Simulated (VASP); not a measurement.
# Ge (P4_32_12) in VASP: single point with PBEsol

Aim: the single point of Ge with PBEsol.

Everything below comes from runs of VASP 6.6.1. Logs are shortened: lines on timing, memory, paths and dates and some standing lists are left out, and cuts for length are marked.

**Measured values to compare with.**

“Properties of the exotic metastable ST12 germanium allotrope”, 2017, pmc:5216117 reports, for a powder of Ge: band gap 0.74 ± 0.02 eV (optical).

The results are compared with them further down.

**1. The cell of the first run**

It takes space group P4_32_12 (No. 96, tetragonal). The conventional cell has a = 5.924 Å, b = 5.924 Å, c = 6.975 Å, α = 90.00°, β = 90.00°, γ = 90.00°. Ge (site symmetry 2) has 4 Ge at 2.48 to 2.49 Å within 3.3 Å. Ge (site symmetry 1) has 4 Ge at 2.48 to 2.51 Å within 3.3 Å.

**2. Single point, PBEsol**

INCAR

```
SYSTEM = Ge
PREC = Accurate ; ENCUT = 520
EDIFF = 1E-7 ; ISMEAR = 0
SIGMA = 0.02 ; LREAL = .False.
LASPH = .True. ; NELM = 100
ALGO = Normal ; ISIF = 2
LWAVE = .False. ; LCHARG = .True.
GGA = PS ; LELF = .True.
LVHAR = .True. ; NBANDS = 96
```

KPOINTS

```
regular mesh
0
Gamma
  6 6 4
  0 0 0
```

POSCAR

```
Ge
1.0
    5.9240515978      0.0000000000      0.0000000000
    0.0000000000      5.9240515978      0.0000000000
    0.0000000000      0.0000000000      6.9746914757
Ge
12
Direct
    0.0887740515      0.0887740515      0.0000000000
    0.4112259485      0.5887740515      0.7500000000
    0.9112259485      0.9112259485      0.5000000000
    0.5887740515      0.4112259485      0.2500000000
    0.1716908783      0.3695790136      0.2567105058
    0.1304209864      0.6716908783      1.0067105058
    0.8283091217      0.6304209864      0.7567105058
    0.8695790136      0.3283091217      0.5067105058
    0.6716908783      0.1304209864     -0.0067105058
    0.6304209864      0.8283091217      0.2432894942
    0.3283091217      0.8695790136      0.4932894942
    0.3695790136      0.1716908783      0.7432894942
```

Potentials or basis: VASP PAW PBE potentials, release 64 (Ge_d).

Run with:

```sh
cat potpaw_PBE.64/Ge_d/POTCAR > POTCAR
mpirun -np 1 vasp_std > vasp.out
```

OUTCAR:

```text
SYSTEM = Ge
   PREC = Accurate
   ENCUT = 520
   EDIFF = 1E-7
   ISMEAR = 0
   LREAL = .False.
   LASPH = .True.
   NELM = 100
   ISIF = 2
   GGA = PS

 ion  position               nearest neighbor table
   1  0.089  0.089  0.000-   6 2.48   9 2.48   5 2.49  12 2.49
   2  0.411  0.589  0.750-   7 2.48  12 2.48  11 2.49   6 2.49
   3  0.911  0.911  0.500-   8 2.48  11 2.48  10 2.49   7 2.49
   4  0.589  0.411  0.250-   5 2.48  10 2.48   9 2.49   8 2.49
   5  0.172  0.370  0.257-   4 2.48   1 2.49   6 2.51   8 2.51
   6  0.130  0.672  0.007-   1 2.48   2 2.49   5 2.51   7 2.51
   7  0.828  0.630  0.757-   2 2.48   3 2.49   6 2.51   8 2.51
   8  0.870  0.328  0.507-   3 2.48   4 2.49   5 2.51   7 2.51
   9  0.672  0.130  0.993-   1 2.48   4 2.49  10 2.51  12 2.51
  10  0.630  0.828  0.243-   4 2.48   3 2.49   9 2.51  11 2.51
  11  0.328  0.870  0.493-   3 2.48   2 2.49  10 2.51  12 2.51
  12  0.370  0.172  0.743-   2 2.48   1 2.49   9 2.51  11 2.51

  LATTYP: Found a simple tetragonal cell.
 ALAT       =     5.9240515978
 C/A-ratio  =     1.1773515744

  Lattice vectors:

 A1 = (   5.9240515978,   0.0000000000,   0.0000000000)
 A2 = (   0.0000000000,   5.9240515978,   0.0000000000)
 A3 = (   0.0000000000,   0.0000000000,   6.9746914757)

Analysis of symmetry for initial positions (statically):
=====================================================================
 Subroutine PRICEL returns:
 Original cell was already a primitive cell.

 Routine SETGRP: Setting up the symmetry group for a
 simple tetragonal supercell.

 Subroutine GETGRP returns: Found  8 space group operations
 (whereof  2 operations were pure point group operations)
 out of a pool of 16 trial point group operations.

The static configuration has the point symmetry C_2 .
 The point group associated with its full space group is D_4 .

Analysis of symmetry for dynamics (positions and initial velocities):
=====================================================================
 Subroutine PRICEL returns:
 Original cell was already a primitive cell.

 Routine SETGRP: Setting up the symmetry group for a
 simple tetragonal supercell.

 Subroutine GETGRP returns: Found  8 space group operations
 (whereof  2 operations were pure point group operations)
 out of a pool of 16 trial point group operations.

The dynamic configuration has the point symmetry C_2 .
 The point group associated with its full space group is D_4 .

 Subroutine INISYM returns: Found  8 space group operations
 (whereof  2 operations are pure point group operations),
 and found     1 'primitive' translations

----------------------------------------------------------------------------------------

                                     Primitive cell

  volume of cell :     244.7725

  direct lattice vectors                    reciprocal lattice vectors
     5.924051598  0.000000000  0.000000000     0.168803391  0.000000000  0.000000000
     0.000000000  5.924051598  0.000000000     0.000000000  0.168803391  0.000000000
     0.000000000  0.000000000  6.974691476     0.000000000  0.000000000  0.143375518

  length of vectors
     5.924051598  5.924051598  6.974691476     0.168803391  0.168803391  0.143375518

  position of ions in fractional coordinates (direct lattice)
     0.088774052  0.088774052  0.000000000
     0.411225948  0.588774052  0.750000000
     0.911225948  0.911225948  0.500000000
     0.588774052  0.411225948  0.250000000
     0.171690878  0.369579014  0.256710506
     0.130420986  0.671690878  0.006710506
     0.828309122  0.630420986  0.756710506
     0.869579014  0.328309122  0.506710506
     0.671690878  0.130420986  0.993289494
     0.630420986  0.828309122  0.243289494
     0.328309122  0.869579014  0.493289494
     0.369579014  0.171690878  0.743289494

  ion indices of the primitive-cell ions
   primitive index   ion index
                 1           1
                 2           2
                 3           3
                 4           4
                 5           5
                 6           6
                 7           7
                 8           8
                 9           9
                10          10
                11          11
                12          12

----------------------------------------------------------------------------------------

 KPOINTS: regular mesh

Automatic generation of k-mesh.
 Grid dimensions read from file:
 generate k-points for:    6    6    4

 Generating k-lattice:

  Cartesian coordinates                     Fractional coordinates (reciprocal lattice)
     0.028133899  0.000000000  0.000000000     0.166666667  0.000000000  0.000000000
     0.000000000  0.028133899  0.000000000     0.000000000  0.166666667  0.000000000
     0.000000000  0.000000000  0.035843879     0.000000000  0.000000000  0.250000000

  Length of vectors
     0.028133899  0.028133899  0.035843879

  Shift w.r.t. Gamma in fractional coordinates (k-lattice)
     0.000000000  0.000000000  0.000000000

 Subroutine IBZKPT returns following result:
 ===========================================

 Found     30 irreducible k-points:

 Following reciprocal coordinates:
            Coordinates               Weight
  0.000000  0.000000  0.000000      1.000000
  0.166667  0.000000  0.000000      4.000000
  0.333333  0.000000  0.000000      4.000000
  0.500000  0.000000  0.000000      2.000000
  0.166667  0.166667  0.000000      4.000000
  0.333333  0.166667  0.000000      8.000000
[... 16 lines left out ...]
  0.333333  0.000000  0.500000      4.000000
  0.500000  0.000000  0.500000      2.000000
 [... further k-points ...]
   k-points           NKPTS =     30   k-points in BZ     NKDIM =     30   number of bands    NBANDS=     96
   number of dos      NEDOS =    301   number of ions     NIONS =     12
   total plane-waves  NPLWV = 124416
   dimension x,y,z NGX =    48 NGY =   48 NGZ =   54
   dimension x,y,z NGXF=    96 NGYF=   96 NGZF=  108
   ions per type =              12
   NGX,Y,Z   is equivalent  to a cutoff of  13.47, 13.47, 12.87 a.u.
   NGXF,Y,Z  is equivalent  to a cutoff of  26.94, 26.94, 25.74 a.u.
 SYSTEM =  Ge
   PREC   = accura    normal or accurate (medium, high low for compatibility)
   ISTART =      0    job   : 0-new  1-cont  2-samecut
   ICHARG =      2    charge: 1-file 2-atom 10-const
   ISPIN  =      1    spin polarized calculation?
   LNONCOLLINEAR =      F non collinear calculations
   LSORBIT =      F    spin-orbit coupling
   LASPH  =      T    aspherical Exc in radial PAW
   ENCUT  =  520.0 eV  38.22 Ry    6.18 a.u.  11.01 11.01 12.97*2*pi/ulx,y,z
   NELM   =    100;   NELMIN=  2; NELMDL= -5     # of ELM steps
   EDIFF  = 0.1E-06   stopping-criterion for ELM
   LREAL  =      F    real-space projection
   EDIFFG = 0.1E-05   stopping-criterion for IOM
   NSW    =      0    number of steps for IOM
   IBRION =     -1    ionic relax: 0-MD 1-quasi-New 2-CG
   NFREE  =      0    steps in history (QN), initial steepest desc. (CG)
   ISIF   =      2    stress and relaxation
   ISYM   =      2    0-nonsym 1-usesym 2-fastsym
   POTIM  = 0.5000    time-step for ionic-motion
   TEBEG  =    0.0;   TEEND  =   0.0 temperature during run
   PSTRESS=    0.0 pullay stress
   NELECT =     168.0000    total number of electrons
   NUPDOWN=      -1.0000    fix difference up-down
   EMIN   =  10.00;   EMAX   =-10.00  energy-range for DOS
   EFERMI =   0.00;   METHOD = LEGACY
   ISMEAR =     0;   SIGMA  =   0.02  broadening in eV -4-tet -1-fermi 0-gaus
   EFERMI_NEDOS =   21; number of points for ismear=-14 and -15
   IALGO  =     38    algorithm
   IMIX   =      4    mixing-type and parameters
     AMIX     =   0.40;   BMIX     =  1.00
     AMIX_MAG =   1.60;   BMIX_MAG =  1.00
  volume/ion in A,a.u.               =      20.40       137.65
  Fermi-wavevector in a.u.,A,eV,Ry     =   1.444077  2.728910 28.373026  2.085359
  Thomas-Fermi vector in A             =   2.562413
   LORBIT       =      0    0 simple, 1 ext, 2 COOP (PROOUT), +10 PAW based schemes
   GGA     = PS    functional components
   LHFCALC =     F    Hartree Fock is set to
   AEXX    =    0.0000 exact exchange contribution
   IVDW    =     0    specifies the selected vdW correction
   LEPSILON=     F    determine dielectric tensor
   LRPA    =     F    only Hartree local field effects (RPA)
 non-spin polarized calculation
 Gauss-broadening in eV      SIGMA  =   0.02
  energy-cutoff  :      520.00
  volume of cell :      244.77
 maximum number of plane-waves:      6640
 NGX is ok and might be reduce to    48
   NGX = 23   NGY = 23   NGZ = 25

 number of electron     167.9999933 magnetization

 Free energy of the ion-electron system (eV)
  ---------------------------------------------------
  ext. energy  EPLUGINS =         0.00000000
  ---------------------------------------------------
  free energy    TOTEN  =       -57.90776697 eV

  energy without entropy =      -57.90776697  energy(sigma->0) =      -57.90776697

 E-fermi :   5.3861     XC(G=0): -10.8354

 val. band max:        5.2377586371   @ k =   0.3333   0.3333   0.0000
 cond. band min:       5.6942921664   @ k =   0.3333   0.3333   0.0000
 fundamental gap:      0.4565335293
 Fermi energy:         5.3860677331

 k-point     1 :       0.0000    0.0000    0.0000
  band No.  band energies     occupation
      1     -19.0627      2.00000
      2     -19.0354      2.00000
      3     -19.0354      2.00000
      4     -19.0173      2.00000
      5     -19.0173      2.00000
      6     -19.0167      2.00000
[... 88 lines left out ...]
     95      10.0605      0.00000
     96      10.0605      0.00000

 k-point     2 :       0.1667    0.0000    0.0000
  band No.  band energies     occupation
      1     -19.0595      2.00000
      2     -19.0369      2.00000
      3     -19.0332      2.00000
      4     -19.0218      2.00000
      5     -19.0175      2.00000
      6     -19.0164      2.00000
[... 2266 lines left out ...]
     95       9.6262      0.00000
     96       9.6262      0.00000

 [... further k-points ...]

------------------------ aborting loop because EDIFF is reached ----------------------------------------

  FORCE on cell =-STRESS in cart. coord.  units (eV):
  Direction    XX          YY          ZZ          XY          YZ          ZX
  --------------------------------------------------------------------------------------
  -------------------------------------------------------------------------------------
  Total       -0.0717164     -0.0717164     -0.1295671     -0.0000000      0.0000000      0.0000000
  in kB       -0.4694254     -0.4694254     -0.8480917     -0.0000000      0.0000000      0.0000000
  external PRESSURE =      -0.5956475 kB  Pullay stress =       0.0000000 kB

 VOLUME and BASIS-vectors are now :
 -----------------------------------------------------------------------------
  energy-cutoff  :      520.00
  volume of cell :      244.77
      direct lattice vectors                 reciprocal lattice vectors
     5.924051598  0.000000000  0.000000000     0.168803391  0.000000000  0.000000000
     0.000000000  5.924051598  0.000000000     0.000000000  0.168803391  0.000000000
     0.000000000  0.000000000  6.974691476     0.000000000  0.000000000  0.143375518

 POSITION                                       TOTAL-FORCE (eV/Angst)
 -----------------------------------------------------------------------------------
      0.52590      0.52590      0.00000        -0.001439     -0.001439      0.000000
      2.43612      3.48793      5.23102         0.001439     -0.001439      0.000000
      5.39815      5.39815      3.48735         0.001439      0.001439      0.000000
      3.48793      2.43612      1.74367        -0.001439      0.001439      0.000000
      1.01711      2.18941      1.79048         0.002056      0.000006     -0.002928
      0.77262      3.97913      0.04680        -0.000006      0.002056     -0.002928
      4.90695      3.73465      5.27782        -0.002056     -0.000006     -0.002928
      5.15143      1.94492      3.53415         0.000006     -0.002056     -0.002928
      3.97913      0.77262      6.92789         0.002056     -0.000006      0.002928
      3.73465      4.90695      1.69687        -0.000006     -0.002056      0.002928
      1.94492      5.15143      3.44054        -0.002056      0.000006      0.002928
      2.18941      1.01711      5.18421         0.000006      0.002056      0.002928
 -----------------------------------------------------------------------------------
    total drift:                                0.000000     -0.000000     -0.000000

  FREE ENERGIE OF THE ION-ELECTRON SYSTEM (eV)
  ---------------------------------------------------
  free  energy   TOTEN  =       -57.9077669711 eV

  energy  without entropy=      -57.9077669711  energy(sigma->0) =      -57.90776697
```

It took 26 min on 1 thread of Oxide Virtual Turin-like, shared host; peak memory 0.57 GiB.

What came out:

- Free energy: -57.9078 eV
- Pressure: -0.1 GPa
- Largest force: 0.004 eV/Å
- Band gap on the k mesh: 0.46 eV

Forces in eV/Å, atoms in the order of the input:
```
Ge  -0.001 -0.001  0.000
Ge   0.001 -0.001  0.000
Ge   0.001  0.001  0.000
Ge  -0.001  0.001  0.000
Ge   0.002  0.000 -0.003
Ge   0.000  0.002 -0.003
Ge  -0.002  0.000 -0.003
Ge   0.000 -0.002 -0.003
Ge   0.002  0.000  0.003
Ge   0.000 -0.002  0.003
Ge  -0.002  0.000  0.003
Ge   0.000  0.002  0.003
```

Levels at points of the mesh, in eV from the valence-band top:
| k point | band 81 | band 82 | band 83 | band 84 | band 85 | band 86 | band 87 | band 88 |
| --- | --- | --- | --- | --- | --- | --- | --- | --- |
| (0.00, 0.00, 0.00) | -1.06 | -1.01 | -1.01 | -0.24 | 1.39 | 1.65 | 1.65 | 2.49 |
| (0.50, 0.00, 0.00) | -0.58 | -0.58 | -0.09 | -0.09 | 1.18 | 1.18 | 2.22 | 2.22 |
| (0.50, 0.50, 0.00) | -0.34 | -0.34 | -0.09 | -0.09 | 1.15 | 1.15 | 1.57 | 1.57 |
| (0.00, 0.00, 0.50) | -1.21 | -1.21 | -0.76 | -0.76 | 0.76 | 0.76 | 1.45 | 1.45 |
| (0.50, 0.00, 0.50) | -0.82 | -0.82 | -0.55 | -0.55 | 0.71 | 0.71 | 1.26 | 1.26 |
| (0.50, 0.50, 0.50) | -1.02 | -1.02 | -1.02 | -1.02 | 1.18 | 1.18 | 1.18 | 1.18 |

Caveat: the PAW data sets were made with another functional, which shifts forces and pressure a little.

**3. Against experiment**

Step 2. Against the measured gap of Ge, 0.74 eV (optical; powder; “Properties of the exotic metastable ST12 germanium allotrope”, 2017, pmc:5216117), the calculated 0.46 eV is off by -0.28 eV. Spin-orbit coupling on Ge is left out. The value is that of PBEsol on a finite k mesh, which can miss the band edges, without temperature or zero-point motion. Semilocal functionals fall short of measured gaps as a rule.
